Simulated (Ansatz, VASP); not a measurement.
**Cd: VASP beside Ansatz**

```
Cd
1.0
     3.79152    0.00000    0.00000
    -1.89576    3.28355    0.00000
     0.00000    0.00000    2.27951
Cd
3
Direct
  0.00000 0.00000 0.00000
  0.33333 0.66667 0.50000
  0.66667 0.33333 0.50000
```

Change from the starting cell: volume scaled by 0.4, crystal datasets.

Alike in both runs: task single point; functional PBE; k mesh 7 × 7 × 10; occupations fermi-dirac, width 0.08 eV; no spin polarisation.

|  | VASP | Ansatz |
| --- | --- | --- |
| version | VASP 6.6.1 | Ansatz 0.2.0 |
| potentials or method | VASP PAW PBE potentials, release 64 (Cd), cutoff 520 eV | all-electron PAW with datasets made for the crystal, scalar-relativistic |

Ansatz gave:

| Item | Value |
| --- | --- |
| pressure (GPa) | 451.9 |
| traceless stress, the component that is largest in VASP (GPa) | 0.16 |

**Question.** Which values does VASP return?

**Answer.** Pressure (GPa): 475.2; traceless stress, the component that is largest in VASP (GPa): -0.98.

Both programs put the cell under a high pressure, so it lies far from rest at this level. Ansatz ran all-electron here, and VASP with PAW potentials.

Noted on VASP's run: the cell as given lies far from equilibrium.
